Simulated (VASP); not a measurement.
# P (P4_2/m) in VASP: further runs

The runs below take P through single point, relaxation of cell and atoms, with PBE.

All numbers are computed with VASP 6.6.1; they aren't measurements. Logs are shortened: lines on timing, memory, paths and dates and some standing lists are left out, and cuts for length are marked.

## Step 1: The cell of the first run

The structure is tetragonal, space group P4_2/m (No. 84). Conventional cell: a = 4.606 Å, b = 4.606 Å, c = 5.801 Å, α = 90.00°, β = 90.00°, γ = 90.00°. P (site symmetry -4) has 6 P at 2.27 to 2.90 Å within 3.0 Å. Within 3.0 Å of P (site symmetry m) lie 3 P at 2.27 to 2.31 Å.

The cell was generated, and may not be a known phase.

## Step 2: Single point, PBE

INCAR

```
SYSTEM = P
PREC = Accurate ; ENCUT = 520
EDIFF = 1E-6 ; ISMEAR = 0
SIGMA = 0.1 ; LREAL = .False.
LASPH = .True. ; NELM = 60
ALGO = Normal ; ISIF = 2
LWAVE = .False. ; LCHARG = .True.
GGA = PE ; LELF = .True.
LVHAR = .True. ; NBANDS = 24
```

KPOINTS

```
regular mesh
0
Gamma
  8 8 8
  0 0 0
```

POSCAR

```
P
1.0
    4.6055807097      0.0000000000      0.0000000000
    0.0000000000      4.6055807097      0.0000000000
    0.0000000000      0.0000000000      5.8006566108
P
6
Direct
    0.0000000000      0.0000000000      0.2500000000
    0.0000000000      0.0000000000      0.7500000000
    0.6678946473      0.1856133456      0.5000000000
    0.3321053527      0.8143866544      0.5000000000
    0.8143866544      0.6678946473      0.0000000000
    0.1856133456      0.3321053527      0.0000000000
```

Potentials or basis: VASP PAW PBE potentials, release 64 (P).

Launch:

```console
cat potpaw_PBE.64/P/POTCAR > POTCAR
mpirun -np 1 vasp_std > vasp.out
```

OUTCAR:

```text
SYSTEM = P
   PREC = Accurate
   ENCUT = 520
   EDIFF = 1E-6
   ISMEAR = 0
   LREAL = .False.
   LASPH = .True.
   NELM = 60
   ISIF = 2
   GGA = PE

 ion  position               nearest neighbor table
   1  0.000  0.000  0.250-   3 2.27   4 2.27   5 2.27   6 2.27   2 2.90   2 2.90
   2  0.000  0.000  0.750-   3 2.27   4 2.27   5 2.27   6 2.27   1 2.90   1 2.90
   3  0.668  0.186  0.500-   1 2.27   2 2.27   4 2.31
   4  0.332  0.814  0.500-   1 2.27   2 2.27   3 2.31
   5  0.814  0.668  0.000-   1 2.27   2 2.27   6 2.31
   6  0.186  0.332  0.000-   1 2.27   2 2.27   5 2.31

  LATTYP: Found a simple tetragonal cell.
 ALAT       =     4.6055807097
 C/A-ratio  =     1.2594843032

  Lattice vectors:

 A1 = (   4.6055807097,   0.0000000000,   0.0000000000)
 A2 = (   0.0000000000,   4.6055807097,   0.0000000000)
 A3 = (   0.0000000000,   0.0000000000,   5.8006566108)

Analysis of symmetry for initial positions (statically):
=====================================================================
 Subroutine PRICEL returns:
 Original cell was already a primitive cell.

 Routine SETGRP: Setting up the symmetry group for a
 simple tetragonal supercell.

 Subroutine GETGRP returns: Found  8 space group operations
 (whereof  4 operations were pure point group operations)
 out of a pool of 16 trial point group operations.

The static configuration has the point symmetry C_2h.
 The point group associated with its full space group is C_4h.

Analysis of symmetry for dynamics (positions and initial velocities):
=====================================================================
 Subroutine PRICEL returns:
 Original cell was already a primitive cell.

 Routine SETGRP: Setting up the symmetry group for a
 simple tetragonal supercell.

 Subroutine GETGRP returns: Found  8 space group operations
 (whereof  4 operations were pure point group operations)
 out of a pool of 16 trial point group operations.

The dynamic configuration has the point symmetry C_2h.
 The point group associated with its full space group is C_4h.

 Subroutine INISYM returns: Found  8 space group operations
 (whereof  4 operations are pure point group operations),
 and found     1 'primitive' translations

----------------------------------------------------------------------------------------

                                     Primitive cell

  volume of cell :     123.0399

  direct lattice vectors                    reciprocal lattice vectors
     4.605580710  0.000000000  0.000000000     0.217127885  0.000000000  0.000000000
     0.000000000  4.605580710  0.000000000     0.000000000  0.217127885  0.000000000
     0.000000000  0.000000000  5.800656611     0.000000000  0.000000000  0.172394277

  length of vectors
     4.605580710  4.605580710  5.800656611     0.217127885  0.217127885  0.172394277

  position of ions in fractional coordinates (direct lattice)
     0.000000000  0.000000000  0.250000000
     0.000000000  0.000000000  0.750000000
     0.667894647  0.185613346  0.500000000
     0.332105353  0.814386654  0.500000000
     0.814386654  0.667894647  0.000000000
     0.185613346  0.332105353  0.000000000

  ion indices of the primitive-cell ions
   primitive index   ion index
                 1           1
                 2           2
                 3           3
                 4           4
                 5           5
                 6           6

----------------------------------------------------------------------------------------

 KPOINTS: regular mesh

Automatic generation of k-mesh.
 Grid dimensions read from file:
 generate k-points for:    8    8    8

 Generating k-lattice:

  Cartesian coordinates                     Fractional coordinates (reciprocal lattice)
     0.027140986  0.000000000  0.000000000     0.125000000  0.000000000  0.000000000
     0.000000000  0.027140986  0.000000000     0.000000000  0.125000000  0.000000000
     0.000000000  0.000000000  0.021549285     0.000000000  0.000000000  0.125000000

  Length of vectors
     0.027140986  0.027140986  0.021549285

  Shift w.r.t. Gamma in fractional coordinates (k-lattice)
     0.000000000  0.000000000  0.000000000

 Subroutine IBZKPT returns following result:
 ===========================================

 Found     90 irreducible k-points:

 Following reciprocal coordinates:
            Coordinates               Weight
  0.000000  0.000000  0.000000      1.000000
  0.125000  0.000000  0.000000      4.000000
  0.250000  0.000000  0.000000      4.000000
  0.375000  0.000000  0.000000      4.000000
  0.500000  0.000000  0.000000      2.000000
  0.125000  0.125000  0.000000      4.000000
[... 16 lines left out ...]
  0.500000  0.000000  0.125000      4.000000
  0.125000  0.125000  0.125000      8.000000
 [... further k-points ...]
   k-points           NKPTS =     90   k-points in BZ     NKDIM =     90   number of bands    NBANDS=     24
   number of dos      NEDOS =    301   number of ions     NIONS =      6
   total plane-waves  NPLWV =  62208
   dimension x,y,z NGX =    36 NGY =   36 NGZ =   48
   dimension x,y,z NGXF=    72 NGYF=   72 NGZF=   96
   ions per type =               6
   NGX,Y,Z   is equivalent  to a cutoff of  12.99, 12.99, 13.76 a.u.
   NGXF,Y,Z  is equivalent  to a cutoff of  25.99, 25.99, 27.51 a.u.
 SYSTEM =  P
   PREC   = accura    normal or accurate (medium, high low for compatibility)
   ISTART =      0    job   : 0-new  1-cont  2-samecut
   ICHARG =      2    charge: 1-file 2-atom 10-const
   ISPIN  =      1    spin polarized calculation?
   LNONCOLLINEAR =      F non collinear calculations
   LSORBIT =      F    spin-orbit coupling
   LASPH  =      T    aspherical Exc in radial PAW
   ENCUT  =  520.0 eV  38.22 Ry    6.18 a.u.   8.56  8.56 10.79*2*pi/ulx,y,z
   NELM   =     60;   NELMIN=  2; NELMDL= -5     # of ELM steps
   EDIFF  = 0.1E-05   stopping-criterion for ELM
   LREAL  =      F    real-space projection
   EDIFFG = 0.1E-04   stopping-criterion for IOM
   NSW    =      0    number of steps for IOM
   IBRION =     -1    ionic relax: 0-MD 1-quasi-New 2-CG
   NFREE  =      0    steps in history (QN), initial steepest desc. (CG)
   ISIF   =      2    stress and relaxation
   ISYM   =      2    0-nonsym 1-usesym 2-fastsym
   POTIM  = 0.5000    time-step for ionic-motion
   TEBEG  =    0.0;   TEEND  =   0.0 temperature during run
   PSTRESS=    0.0 pullay stress
   NELECT =      30.0000    total number of electrons
   NUPDOWN=      -1.0000    fix difference up-down
   EMIN   =  10.00;   EMAX   =-10.00  energy-range for DOS
   EFERMI =   0.00;   METHOD = LEGACY
   ISMEAR =     0;   SIGMA  =   0.10  broadening in eV -4-tet -1-fermi 0-gaus
   EFERMI_NEDOS =   21; number of points for ismear=-14 and -15
   IALGO  =     38    algorithm
   IMIX   =      4    mixing-type and parameters
     AMIX     =   0.40;   BMIX     =  1.00
     AMIX_MAG =   1.60;   BMIX_MAG =  1.00
  volume/ion in A,a.u.               =      20.51       138.39
  Fermi-wavevector in a.u.,A,eV,Ry     =   1.022743  1.932704 14.231744  1.046004
  Thomas-Fermi vector in A             =   2.156439
   LORBIT       =      0    0 simple, 1 ext, 2 COOP (PROOUT), +10 PAW based schemes
   GGA     = PE    functional components
   LHFCALC =     F    Hartree Fock is set to
   AEXX    =    0.0000 exact exchange contribution
   IVDW    =     0    specifies the selected vdW correction
   LEPSILON=     F    determine dielectric tensor
   LRPA    =     F    only Hartree local field effects (RPA)
 non-spin polarized calculation
 Gauss-broadening in eV      SIGMA  =   0.10
  energy-cutoff  :      520.00
  volume of cell :      123.04
 maximum number of plane-waves:      3354
 NGX is ok and might be reduce to    36
   NGX = 17   NGY = 17   NGZ = 21

 number of electron      30.0000002 magnetization

 Free energy of the ion-electron system (eV)
  ---------------------------------------------------
  ext. energy  EPLUGINS =         0.00000000
  ---------------------------------------------------
  free energy    TOTEN  =       -30.55146216 eV

  energy without entropy =      -30.53340545  energy(sigma->0) =      -30.54243380

 E-fermi :   6.1145     XC(G=0):  -9.4653

 val. band max:        6.1131026049   @ k =  -0.2500   0.1250   0.0000
 cond. band min:       6.1256218572   @ k =   0.5000   0.0000   0.3750
 fundamental gap:      0.0125192523
 Fermi energy:         6.1144837430

 k-point     1 :       0.0000    0.0000    0.0000
  band No.  band energies     occupation
      1      -9.8733      2.00000
      2      -6.9289      2.00000
      3      -5.4800      2.00000
      4      -3.9755      2.00000
      5      -3.9755      2.00000
      6      -2.9051      2.00000
[... 16 lines left out ...]
     23      10.0039      0.00000
     24      10.0040      0.00000

 k-point     2 :       0.1250    0.0000    0.0000
  band No.  band energies     occupation
      1      -9.8161      2.00000
      2      -6.9030      2.00000
      3      -5.4491      2.00000
      4      -4.5257      2.00000
      5      -4.0048      2.00000
      6      -2.4457      2.00000
[... 16 lines left out ...]
     23       9.7495      0.00000
     24       9.7519      0.00000

 k-point     3 :       0.2500    0.0000    0.0000
  band No.  band energies     occupation
      1      -9.6629      2.00000
      2      -6.8512      2.00000
      3      -5.3710      2.00000
      4      -5.2903      2.00000
      5      -4.0875      2.00000
      6      -1.9458      2.00000
[... 16 lines left out ...]
     23       9.2281      0.00000
     24      10.1999      0.00000

 k-point     4 :       0.3750    0.0000    0.0000
  band No.  band energies     occupation
      1      -9.4799      2.00000
      2      -6.8477      2.00000
      3      -5.8070      2.00000
      4      -5.2872      2.00000
      5      -4.1894      2.00000
      6      -1.6867      2.00000
[... 16 lines left out ...]
     23       9.7236      0.00000
     24      10.3452      0.00000

 k-point     5 :       0.5000    0.0000    0.0000
  band No.  band energies     occupation
      1      -9.3913      2.00000
      2      -6.8836      2.00000
      3      -5.9622      2.00000
      4      -5.2507      2.00000
      5      -4.2382      2.00000
      6      -1.6077      2.00000
[... 16 lines left out ...]
     23       9.4884      0.00000
     24      11.0135      0.00000

 k-point     6 :       0.1250    0.1250    0.0000
  band No.  band energies     occupation
      1      -9.7585      2.00000
      2      -6.8764      2.00000
      3      -5.4185      2.00000
      4      -4.7443      2.00000
      5      -4.2402      2.00000
      6      -2.0830      2.00000
[... 16 lines left out ...]
     23       9.3376      0.00000
     24      10.0467      0.00000
[... 379 lines left out ...]
 k-point    21 :       0.2500    0.0000    0.1250
  band No.  band energies     occupation
      1      -9.6049      2.00000
      2      -7.1280      2.00000
      3      -5.5765      2.00000
      4      -4.7480      2.00000
      5      -4.0930      2.00000
      6      -1.9372      2.00000
[... 16 lines left out ...]
     23       9.5779      0.00000
     24      10.3755      0.00000

 k-point    22 :       0.3750    0.0000    0.1250
  band No.  band energies     occupation
      1      -9.4233      2.00000
      2      -6.9829      2.00000
      3      -6.1847      2.00000
      4      -4.7131      2.00000
      5      -4.2068      2.00000
      6      -1.6661      2.00000
[... 16 lines left out ...]
     23       9.8258      0.00000
     24      10.4722      0.00000

 k-point    23 :       0.5000    0.0000    0.1250
  band No.  band energies     occupation
      1      -9.3357      2.00000
      2      -6.8716      2.00000
      3      -6.4819      2.00000
      4      -4.6796      2.00000
      5      -4.2618      2.00000
      6      -1.5833      2.00000
[... 16 lines left out ...]
     23       9.7949      0.00000
     24      10.7809      0.00000

 k-point    24 :       0.1250    0.1250    0.1250
  band No.  band energies     occupation
      1      -9.7001      2.00000
      2      -7.1956      2.00000
      3      -5.1481      2.00000
      4      -4.7302      2.00000
      5      -4.1311      2.00000
      6      -2.1075      2.00000
[... 16 lines left out ...]
     23       9.7599      0.00000
     24      10.2812      0.00000

 [... further k-points ...]

------------------------ aborting loop because EDIFF is reached ----------------------------------------

  FORCE on cell =-STRESS in cart. coord.  units (eV):
  Direction    XX          YY          ZZ          XY          YZ          ZX
  --------------------------------------------------------------------------------------
  -------------------------------------------------------------------------------------
  Total       -0.1865678     -0.1865678     -0.1758134     -0.0000002      0.0000000      0.0000000
  in kB       -2.4294132     -2.4294132     -2.2893729     -0.0000029      0.0000000      0.0000000
  external PRESSURE =      -2.3827331 kB  Pullay stress =       0.0000000 kB

 VOLUME and BASIS-vectors are now :
 -----------------------------------------------------------------------------
  energy-cutoff  :      520.00
  volume of cell :      123.04
      direct lattice vectors                 reciprocal lattice vectors
     4.605580710  0.000000000  0.000000000     0.217127885  0.000000000  0.000000000
     0.000000000  4.605580710  0.000000000     0.000000000  0.217127885  0.000000000
     0.000000000  0.000000000  5.800656611     0.000000000  0.000000000  0.172394277

 POSITION                                       TOTAL-FORCE (eV/Angst)
 -----------------------------------------------------------------------------------
      0.00000      0.00000      1.45016         0.000000      0.000000      0.000000
      0.00000      0.00000      4.35049         0.000000      0.000000     -0.000000
      3.07604      0.85486      2.90033         0.004042     -0.041110      0.000000
      1.52954      3.75072      2.90033        -0.004042      0.041110     -0.000000
      3.75072      3.07604      0.00000         0.041110      0.004042      0.000000
      0.85486      1.52954      0.00000        -0.041110     -0.004042     -0.000000
 -----------------------------------------------------------------------------------
    total drift:                                0.000000      0.000000      0.000000

  FREE ENERGIE OF THE ION-ELECTRON SYSTEM (eV)
  ---------------------------------------------------
  free  energy   TOTEN  =       -30.5514621607 eV

  energy  without entropy=      -30.5334054483  energy(sigma->0) =      -30.54243380
```

It took 78 s on 1 thread of Intel Xeon 6975P-C (Granite Rapids), shared host; peak memory 0.33 GiB.

Results:

```
Free energy            : -30.5515 eV
Pressure               : -0.2 GPa
Largest force          : 0.041 eV/Å
Band gap on the k mesh : zero (bands 15 and 16 overlap by 1.37 eV)
```

Forces in eV/Å, atoms in the order of the input:
```
P    0.000  0.000  0.000
P    0.000  0.000  0.000
P    0.004 -0.041  0.000
P   -0.004  0.041  0.000
P    0.041  0.004  0.000
P   -0.041 -0.004  0.000
```

(Continued in part 2 of 2.)

The gap in the log of VASP goes by the Fermi energy; the results here count the filled bands.